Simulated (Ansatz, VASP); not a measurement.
One calculation of As, two programs

```
CELL_PARAMETERS angstrom
1.88080 1.08588 3.51406
-1.88080 1.08588 3.51406
0.00000 -2.17176 3.51406
ATOMIC_POSITIONS crystal
As 0.77400 0.77400 0.77400
As 0.22600 0.22600 0.22600
```

Alike in both runs: task relaxation of cell and atoms; functional LDA; k mesh 11 × 11 × 11; occupations fermi-dirac, width 0.05 eV; no spin polarisation.

```csv
,VASP,Ansatz
version,VASP 6.6.1,Ansatz 0.2.0
potentials or method,"VASP PAW LDA potentials, release 64 (As)","PAW with Ansatz's default frozen-core files, scalar-relativistic"
plane-wave cutoff (eV),600,420
valence electrons in the cell,10,30
```

Ansatz gave:

```
relaxed volume (Å³/atom)                                     : 20.38
relaxed cell length with the largest relative difference (Å) : 3.975
```

Task: What did VASP give for the same quantities?

Result: Relaxed volume (Å³/atom): 20.43; relaxed cell length with the largest relative difference (Å): 3.973.

LDA's correlation is that of Perdew and Zunger in VASP and of Perdew and Wang (1992) in Ansatz. VASP's potentials hold 10 valence electrons a cell and Ansatz's 30, so a difference there can come from the potentials and not from the codes.
